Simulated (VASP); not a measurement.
# SnO2 (R-3m) in VASP: notebook

The runs below take SnO2 through single point, with PBEsol.

Everything below comes from runs of VASP 6.6.1. Logs are shortened: lines on timing, memory, paths and dates and some standing lists are left out, and cuts for length are marked.

## 1. The cell of the first run

It takes space group R-3m (No. 166, trigonal). The conventional cell has a = 3.264 Å, b = 3.264 Å, c = 12.525 Å, α = 90.00°, β = 90.00°, γ = 120.00°. Sn (site symmetry -3m) has 6 O at 2.10 Å within 2.8 Å. O (site symmetry 3m) has 3 Sn at 2.10 Å and 3 O at 2.66 Å within 2.8 Å.

## 2. Single point, PBEsol

Input file INCAR:

```
SYSTEM = SnO2
PREC = Accurate
ENCUT = 520
EDIFF = 1E-6
ISMEAR = 0
SIGMA = 0.05
LREAL = .False.
LASPH = .True.
NELM = 100
ALGO = Normal
ISIF = 2
LWAVE = .False.
LCHARG = .True.
GGA = PS
LELF = .True.
LVHAR = .True.
NBANDS = 20
```

Input file KPOINTS:

```
Automatic mesh
0
Gamma
  12 12 12
  0 0 0
```

Input file POSCAR:

```
SnO2
1.0
    1.6321500000      0.9423222419      4.1751333333
   -1.6321500000      0.9423222419      4.1751333333
    0.0000000000     -1.8846444837      4.1751333333
Sn O
1 2
Direct
    0.5000000000      0.5000000000      0.5000000000
    0.2414378084      0.2414378084      0.2414378084
    0.7585621916      0.7585621916      0.7585621916
```

Potentials or basis: VASP PAW PBE potentials, release 64 (Sn_d, O).

On the command line:

```console
cat potpaw_PBE.64/Sn_d/POTCAR potpaw_PBE.64/O/POTCAR > POTCAR
mpirun -np 1 vasp_std > vasp.out
```

OUTCAR:

```text
SYSTEM = SnO2
   PREC = Accurate
   ENCUT = 520
   EDIFF = 1E-6
   ISMEAR = 0
   LREAL = .False.
   LASPH = .True.
   NELM = 100
   ISIF = 2
   GGA = PS

 ion  position               nearest neighbor table
   1  0.500  0.500  0.500-   2 2.10   2 2.10   3 2.10   3 2.10   2 2.10   3 2.10
   2  0.241  0.241  0.241-   1 2.10   1 2.10   1 2.10
   3  0.759  0.759  0.759-   1 2.10   1 2.10   1 2.10

  LATTYP: Found a trigonal (rhomboedric) cell.
 ALAT       =     4.5807884890
 COS(alpha) =     0.7460959340

  Lattice vectors:

 A1 = (   1.6321500000,   0.9423222419,   4.1751333333)
 A2 = (  -1.6321500000,   0.9423222419,   4.1751333333)
 A3 = (   0.0000000000,  -1.8846444837,   4.1751333333)

Analysis of symmetry for initial positions (statically):
=====================================================================
 Subroutine PRICEL returns:
 Original cell was already a primitive cell.

 Routine SETGRP: Setting up the symmetry group for a
 trigonal (rhombohedral) supercell.

 Subroutine GETGRP returns: Found 12 space group operations
 (whereof 12 operations were pure point group operations)
 out of a pool of 12 trial point group operations.

The static configuration has the point symmetry D_3d.

Analysis of symmetry for dynamics (positions and initial velocities):
=====================================================================
 Subroutine PRICEL returns:
 Original cell was already a primitive cell.

 Routine SETGRP: Setting up the symmetry group for a
 trigonal (rhombohedral) supercell.

 Subroutine GETGRP returns: Found 12 space group operations
 (whereof 12 operations were pure point group operations)
 out of a pool of 12 trial point group operations.

The dynamic configuration has the point symmetry D_3d.

 Subroutine INISYM returns: Found 12 space group operations
 (whereof 12 operations are pure point group operations),
 and found     1 'primitive' translations

----------------------------------------------------------------------------------------

                                     Primitive cell

  volume of cell :      38.5284

  direct lattice vectors                    reciprocal lattice vectors
     1.632150000  0.942322242  4.175133333     0.306344392  0.176868017  0.079837770
    -1.632150000  0.942322242  4.175133333    -0.306344392  0.176868017  0.079837770
     0.000000000 -1.884644484  4.175133333     0.000000000 -0.353736035  0.079837770

  length of vectors
     4.580788489  4.580788489  4.580788489     0.362633771  0.362633771  0.362633771

  position of ions in fractional coordinates (direct lattice)
     0.500000000  0.500000000  0.500000000
     0.241437808  0.241437808  0.241437808
     0.758562192  0.758562192  0.758562192

  ion indices of the primitive-cell ions
   primitive index   ion index
                 1           1
                 2           2
                 3           3

----------------------------------------------------------------------------------------

 KPOINTS: Automatic mesh

Automatic generation of k-mesh.
 Grid dimensions read from file:
 generate k-points for:   12   12   12

 Generating k-lattice:

  Cartesian coordinates                     Fractional coordinates (reciprocal lattice)
     0.025528699  0.014739001  0.006653147     0.083333333 -0.000000000  0.000000000
    -0.025528699  0.014739001  0.006653147    -0.000000000  0.083333333  0.000000000
     0.000000000 -0.029478003  0.006653147     0.000000000  0.000000000  0.083333333

  Length of vectors
     0.030219481  0.030219481  0.030219481

  Shift w.r.t. Gamma in fractional coordinates (k-lattice)
     0.000000000  0.000000000  0.000000000

 Subroutine IBZKPT returns following result:
 ===========================================

 Found    189 irreducible k-points:

 Following reciprocal coordinates:
            Coordinates               Weight
  0.000000  0.000000  0.000000      1.000000
  0.083333  0.000000  0.000000      6.000000
  0.166667  0.000000 -0.000000      6.000000
  0.250000  0.000000  0.000000      6.000000
  0.333333  0.000000  0.000000      6.000000
  0.416667  0.000000  0.000000      6.000000
[... 16 lines left out ...]
  0.500000  0.166667  0.000000     12.000000
 -0.416667  0.166667 -0.000000     12.000000
 [... further k-points ...]
   k-points           NKPTS =    189   k-points in BZ     NKDIM =    189   number of bands    NBANDS=     20
   number of dos      NEDOS =    301   number of ions     NIONS =      3
   total plane-waves  NPLWV =  46656
   dimension x,y,z NGX =    36 NGY =   36 NGZ =   36
   dimension x,y,z NGXF=    72 NGYF=   72 NGZF=   72
   ions per type =               1   2
   NGX,Y,Z   is equivalent  to a cutoff of  13.07, 13.07, 13.07 a.u.
   NGXF,Y,Z  is equivalent  to a cutoff of  26.13, 26.13, 26.13 a.u.
 SYSTEM =  SnO2
   PREC   = accura    normal or accurate (medium, high low for compatibility)
   ISTART =      0    job   : 0-new  1-cont  2-samecut
[... 85 lines left out ...]
     20      21.5012      0.00000

 k-point     3 :       0.1667    0.0000   -0.0000
  band No.  band energies     occupation
      1     -15.2670      2.00000
      2     -15.1278      2.00000
      3     -14.9406      2.00000
      4     -14.8223      2.00000
      5     -14.7837      2.00000
      6     -13.2030      2.00000
[... 12 lines left out ...]
     19      19.2696      0.00000
     20      21.5765      0.00000

 k-point     4 :       0.2500    0.0000    0.0000
  band No.  band energies     occupation
      1     -15.4543      2.00000
      2     -15.0331      2.00000
      3     -14.9136      2.00000
      4     -14.8382      2.00000
      5     -14.7562      2.00000
      6     -12.9466      2.00000
[... 12 lines left out ...]
     19      18.9433      0.00000
     20      21.8105      0.00000

 k-point     5 :       0.3333    0.0000    0.0000
  band No.  band energies     occupation
      1     -15.6434      2.00000
      2     -14.9549      2.00000
      3     -14.9045      2.00000
      4     -14.8285      2.00000
      5     -14.7095      2.00000
      6     -12.6048      2.00000
[... 12 lines left out ...]
     19      18.8749      0.00000
     20      20.7534      0.00000

 k-point     6 :       0.4167    0.0000    0.0000
  band No.  band energies     occupation
      1     -15.7727      2.00000
      2     -14.9377      2.00000
      3     -14.9049      2.00000
      4     -14.7891      2.00000
      5     -14.6674      2.00000
      6     -12.2759      2.00000
[... 12 lines left out ...]
     19      18.8244      0.00000
     20      19.8010      0.00000

 k-point     7 :       0.5000    0.0000    0.0000
  band No.  band energies     occupation
      1     -15.8182      2.00000
      2     -14.9377      2.00000
      3     -14.9060      2.00000
      4     -14.7701      2.00000
      5     -14.6509      2.00000
      6     -12.1302      2.00000
[... 12 lines left out ...]
     19      18.8250      0.00000
     20      19.4431      0.00000
[... 277 lines left out ...]
 k-point    20 :       0.2500    0.1667   -0.0000
  band No.  band energies     occupation
      1     -15.3408      2.00000
      2     -15.1293      2.00000
      3     -14.9098      2.00000
      4     -14.8349      2.00000
      5     -14.7681      2.00000
      6     -13.0216      2.00000
[... 12 lines left out ...]
     19      18.8818      0.00000
     20      21.3956      0.00000

 k-point    21 :       0.3333    0.1667    0.0000
  band No.  band energies     occupation
      1     -15.4549      2.00000
      2     -15.1311      2.00000
      3     -14.8870      2.00000
      4     -14.8474      2.00000
      5     -14.7353      2.00000
      6     -12.7083      2.00000
[... 12 lines left out ...]
     19      18.8940      0.00000
     20      20.6626      0.00000

 k-point    22 :       0.4167    0.1667    0.0000
  band No.  band energies     occupation
      1     -15.5807      2.00000
      2     -15.1159      2.00000
      3     -14.8844      2.00000
      4     -14.8427      2.00000
      5     -14.7107      2.00000
      6     -12.2887      2.00000
[... 12 lines left out ...]
     19      19.0871      0.00000
     20      19.8952      0.00000

 k-point    23 :       0.5000    0.1667    0.0000
  band No.  band energies     occupation
      1     -15.6729      2.00000
      2     -15.1030      2.00000
      3     -14.8951      2.00000
      4     -14.8081      2.00000
      5     -14.7128      2.00000
      6     -11.8836      2.00000
[... 12 lines left out ...]
     19      19.1493      0.00000
     20      19.5741      0.00000

 k-point    24 :      -0.4167    0.1667   -0.0000
  band No.  band energies     occupation
      1     -15.7049      2.00000
      2     -15.0983      2.00000
      3     -14.9002      2.00000
      4     -14.7800      2.00000
      5     -14.7278      2.00000
      6     -11.7232      2.00000
[... 12 lines left out ...]
     19      18.8206      0.00000
     20      19.6740      0.00000

 [... further k-points ...]

------------------------ aborting loop because EDIFF is reached ----------------------------------------

  FORCE on cell =-STRESS in cart. coord.  units (eV):
  Direction    XX          YY          ZZ          XY          YZ          ZX
  --------------------------------------------------------------------------------------
  -------------------------------------------------------------------------------------
  Total       -0.4060547     -0.4060547      0.5814484      0.0000000      0.0000000      0.0000000
  in kB      -16.8855048    -16.8855048     24.1791301      0.0000000      0.0000000      0.0000000
  external PRESSURE =      -3.1972932 kB  Pullay stress =       0.0000000 kB

 VOLUME and BASIS-vectors are now :
 -----------------------------------------------------------------------------
  energy-cutoff  :      520.00
  volume of cell :       38.53
      direct lattice vectors                 reciprocal lattice vectors
     1.632150000  0.942322242  4.175133333     0.306344392  0.176868017  0.079837770
    -1.632150000  0.942322242  4.175133333    -0.306344392  0.176868017  0.079837770
     0.000000000 -1.884644484  4.175133333     0.000000000 -0.353736035  0.079837770

 POSITION                                       TOTAL-FORCE (eV/Angst)
 -----------------------------------------------------------------------------------
      0.00000      0.00000      6.26270         0.000000      0.000000     -0.000000
      0.00000      0.00000      3.02411         0.000000      0.000000      0.369848
      0.00000      0.00000      9.50129         0.000000     -0.000000     -0.369848
 -----------------------------------------------------------------------------------
    total drift:                               -0.000000     -0.000000      0.000000

  FREE ENERGIE OF THE ION-ELECTRON SYSTEM (eV)
  ---------------------------------------------------
  free  energy   TOTEN  =       -19.3008670961 eV

  energy  without entropy=      -19.3008670961  energy(sigma->0) =      -19.30086710
```

It took 77 s on 1 thread of Intel Xeon 6975P-C (Granite Rapids), shared host; peak memory 0.29 GiB.

Results:

| Item | Value |
| --- | --- |
| Free energy | -19.3009 eV |
| Pressure | -0.3 GPa |
| Largest force | 0.370 eV/Å |
| Band gap on the k mesh | 1.42 eV |

Forces on the atoms (eV/Å):
```
Sn   0.000  0.000  0.000
O    0.000  0.000  0.370
O    0.000  0.000 -0.370
```

Stress tensor (GPa, compression positive):
```
-1.69  0.00  0.00
 0.00 -1.69  0.00
 0.00  0.00  2.42
```

Levels at points of the mesh, in eV from the valence-band top:
| k point | band 11 | band 12 | band 13 | band 14 | band 15 | band 16 |
| --- | --- | --- | --- | --- | --- | --- |
| (0.00, 0.00, 0.00) | -1.36 | -1.36 | 0.00 | 1.42 | 5.34 | 10.37 |
| (0.50, 0.00, 0.00) | -1.82 | -1.09 | -0.93 | 5.37 | 7.85 | 9.49 |
| (0.50, 0.50, 0.00) | -0.94 | -0.51 | -0.02 | 4.80 | 6.65 | 10.75 |
| (0.50, 0.50, 0.50) | -1.80 | -1.20 | -1.20 | 3.47 | 5.78 | 10.90 |

Caveat: the PAW data sets were made with another functional, which shifts forces and pressure a little; spin-orbit coupling is left out, which moves the levels of the heavy elements.

## 3. Single point, PBEsol

This run uses another cell than the first one, of 12.89 Å³/atom.

Input file INCAR:

```
  PREC = Accurate
  ENCUT = 520
  EDIFF = 1E-6
  ISMEAR = 0
  SIGMA = 0.05
  LREAL = F
  LASPH = T
  NELM = 60
  ALGO = Normal
  ISIF = 2
  LWAVE = F
  LCHARG = F
  GGA = PS
  NBANDS = 20
```

Input file KPOINTS:

```
regular mesh
0
Gamma
  12 12 12
```

Input file POSCAR:

```
SnO2
1.0
    1.6589000000      0.9577663616      4.0575333333
   -1.6589000000      0.9577663616      4.0575333333
    0.0000000000     -1.9155327231      4.0575333333
Sn O
1 2
Direct
    0.5000000000      0.5000000000      0.5000000000
    0.2414378084      0.2414378084      0.2414378084
    0.7585621916      0.7585621916      0.7585621916
```

Potentials or basis: VASP PAW PBE potentials, release 64 (Sn_d, O).

On the command line:

```console
cat potpaw_PBE.64/Sn_d/POTCAR potpaw_PBE.64/O/POTCAR > POTCAR
mpirun -np 1 vasp_std > vasp.out
```

It took 75 s on 1 thread of Intel Xeon 6975P-C (Granite Rapids), shared host; peak memory 0.29 GiB.

It converged, with:

| Quantity | Value |
| --- | --- |
| Free energy | -19.2550 eV |
| Pressure | -3.9 GPa |
| Largest force | 0.353 eV/Å |
| Band gap on the k mesh | 1.04 eV |

Forces on the atoms (eV/Å):
```
Sn   0.000  0.000  0.000
O    0.000  0.000  0.353
O    0.000  0.000 -0.353
```

Stress tensor (GPa, compression positive):
```
-6.58  0.00  0.00
 0.00 -6.58  0.00
 0.00  0.00  1.38
```

Levels at points of the mesh, in eV from the valence-band top:
| k point | band 10 | band 11 | band 12 | band 13 | band 14 | band 15 | band 16 | band 17 |
| --- | --- | --- | --- | --- | --- | --- | --- | --- |
| (0.00, 0.00, 0.00) | -1.62 | -1.52 | -1.52 | 0.00 | 1.04 | 5.15 | 9.90 | 9.90 |
| (0.50, 0.00, 0.00) | -3.50 | -1.83 | -1.20 | -1.01 | 5.10 | 7.72 | 9.08 | 12.65 |
| (0.50, 0.50, 0.00) | -3.85 | -0.80 | -0.53 | -0.04 | 4.48 | 6.44 | 10.42 | 10.69 |
| (0.50, 0.50, 0.50) | -1.91 | -1.91 | -1.34 | -1.34 | 3.29 | 5.73 | 10.55 | 10.55 |

Caveat: the cell stands under tension; the PAW data sets were made with another functional, which shifts forces and pressure a little; spin-orbit coupling is left out, which moves the levels of the heavy elements.

## 4. Single point, PBEsol

This run uses another cell than the first one, of 12.92 Å³/atom.

Input file INCAR:

```
SYSTEM = SnO2
PREC = Accurate
ENCUT = 520
EDIFF = 1E-6
ISMEAR = 0
SIGMA = 0.05
LREAL = .FALSE.
LASPH = .TRUE.
NELM = 100
ALGO = Normal
ISIF = 2
LWAVE = .FALSE.
LCHARG = .TRUE.
GGA = PS
LELF = .TRUE.
LVHAR = .TRUE.
NBANDS = 20
```

Input file KPOINTS:

```
regular mesh
0
G
  12 12 12
  0 0 0
```

Input file POSCAR:

```
SnO2
1.0
    1.5519000000      0.8959898828      4.6455666667
   -1.5519000000      0.8959898828      4.6455666667
    0.0000000000     -1.7919797655      4.6455666667
Sn O
1 2
Direct
    0.5000000000      0.5000000000      0.5000000000
    0.2414378084      0.2414378084      0.2414378084
    0.7585621916      0.7585621916      0.7585621916
```

On the command line:

```console
cat potpaw_PBE.64/Sn_d/POTCAR potpaw_PBE.64/O/POTCAR > POTCAR
mpirun -np 1 vasp_std > vasp.out
```

Run time: 1.9 min. Hardware: 1 thread of Intel Xeon 6975P-C (Granite Rapids), shared host; peak memory 0.33 GiB.

The run converged. Its results:

| Quantity | Value |
| --- | --- |
| Free energy | -19.2104 eV |
| Pressure | 9.7 GPa |
| Largest force | 0.085 eV/Å |
| Band gap on the k mesh | 2.45 eV (least direct gap 2.59 eV) |

Forces on the atoms (eV/Å):
```
Sn   0.000  0.000  0.000
O    0.000  0.000  0.085
O    0.000  0.000 -0.085
```

Stress tensor (GPa, compression positive):
```
14.06  0.00  0.00
 0.00 14.06  0.00
 0.00  0.00  0.96
```

Levels at points of the mesh, in eV from the valence-band top:
| k point | band 9 | band 10 | band 11 | band 12 | band 13 | band 14 | band 15 | band 16 | band 17 | band 18 |
| --- | --- | --- | --- | --- | --- | --- | --- | --- | --- | --- |
| (0.00, 0.00, 0.00) | -1.28 | -1.28 | -0.76 | -0.76 | -0.13 | 2.45 | 5.97 | 11.91 | 11.91 | 12.74 |
| (0.50, 0.00, 0.00) | -4.60 | -3.00 | -1.85 | -0.74 | -0.62 | 6.05 | 7.98 | 10.91 | 12.39 | 13.21 |
| (0.50, 0.50, 0.00) | -4.92 | -3.14 | -1.41 | -0.42 | 0.00 | 5.62 | 7.08 | 11.48 | 11.75 | 12.73 |
| (0.50, 0.50, 0.50) | -1.63 | -1.37 | -1.37 | -0.69 | -0.69 | 3.93 | 6.03 | 12.15 | 12.15 | 12.73 |

Caveat: the cell stands under pressure; the PAW data sets were made with another functional, which shifts forces and pressure a little; spin-orbit coupling is left out, which moves the levels of the heavy elements. A k mesh can miss the band edges.

## 5. Single point, PBEsol

This run uses another cell than the first one, of 13.03 Å³/atom.

Input file INCAR:

```
  ALGO = Normal
  EDIFF = 1E-7
  ENCUT = 520
  GGA = PS
  ISIF = 2
  ISMEAR = 0
  LASPH = T
  LCHARG = F
  LREAL = F
  LWAVE = F
  NBANDS = 20
  NELM = 60
  PREC = Accurate
  SIGMA = 0.05
```

Input file KPOINTS:

```
k-points
0
Gamma
  12 12 12
```

Input file POSCAR:

```
SnO2
1.0
    1.5786500000      0.9114340025      4.5279666667
   -1.5786500000      0.9114340025      4.5279666667
    0.0000000000     -1.8228680049      4.5279666667
Sn O
1 2
Direct
    0.5000000000      0.5000000000      0.5000000000
    0.2414378084      0.2414378084      0.2414378084
    0.7585621916      0.7585621916      0.7585621916
```

On the command line:

```console
cat potpaw_PBE.64/Sn_d/POTCAR potpaw_PBE.64/O/POTCAR > POTCAR
mpirun -np 1 vasp_std > vasp.out
```

Run time: 82 s. Hardware: 1 thread of Intel Xeon 6975P-C (Granite Rapids), shared host; peak memory 0.29 GiB.

It converged, with:

* Free energy: -19.2936 eV
* Pressure: 5.0 GPa
* Largest force: 0.069 eV/Å
* Band gap on the k mesh: 2.13 eV (least direct gap 2.20 eV)

Forces in eV/Å, atoms in the order of the input:
```
Sn   0.000  0.000  0.000
O    0.000  0.000  0.069
O    0.000  0.000 -0.069
```

Stress tensor (GPa, compression positive):
```
7.18 0.00 0.00
0.00 7.18 0.00
0.00 0.00 0.64
```

Levels at points of the mesh, in eV from the valence-band top:
| k point | band 9 | band 10 | band 11 | band 12 | band 13 | band 14 | band 15 | band 16 | band 17 | band 18 |
| --- | --- | --- | --- | --- | --- | --- | --- | --- | --- | --- |
| (0.00, 0.00, 0.00) | -1.36 | -1.36 | -0.93 | -0.93 | -0.07 | 2.13 | 5.75 | 11.39 | 11.39 | 12.73 |
| (0.50, 0.00, 0.00) | -4.48 | -3.11 | -1.81 | -0.82 | -0.71 | 5.78 | 7.93 | 10.44 | 12.41 | 13.06 |
| (0.50, 0.50, 0.00) | -4.84 | -3.27 | -1.27 | -0.46 | 0.00 | 5.33 | 6.95 | 11.19 | 11.47 | 12.71 |
| (0.50, 0.50, 0.50) | -1.68 | -1.48 | -1.48 | -0.84 | -0.84 | 3.73 | 5.88 | 11.68 | 11.68 | 12.99 |

Caveat: the cell stands under pressure; the PAW data sets were made with another functional, which shifts forces and pressure a little; spin-orbit coupling is left out, which moves the levels of the heavy elements. A k mesh can miss the band edges.

## 6. Overview

```csv
cell,gap on the mesh (eV),pressure (GPa),largest force (eV/Å)
"a = 4.581 Å, angles 41.7°, 3 atoms",1.42,-0.3,0.37
"a = 4.487 Å, angles 43.4°, 3 atoms",1.04,-3.9,0.35
"a = 4.979 Å, angles 36.3°, 3 atoms",2.45,9.7,0.08
"a = 4.881 Å, angles 37.7°, 3 atoms",2.13,5.0,0.07
```

Alike in all rows: task single point; level PBEsol; potentials or basis VASP PAW PBE potentials, release 64 (Sn_d, O); no spin polarisation; k mesh 12 × 12 × 12; cutoff (eV) 520; smearing gaussian 0.05 eV.

Caveats: the PAW data sets were made with another functional, which shifts forces and pressure a little; spin-orbit coupling is left out, which moves the levels of the heavy elements; the cell stands under pressure (at least some runs); the cell stands under tension (at least some runs).

Absolute energies hang on the potentials; compare differences alone.
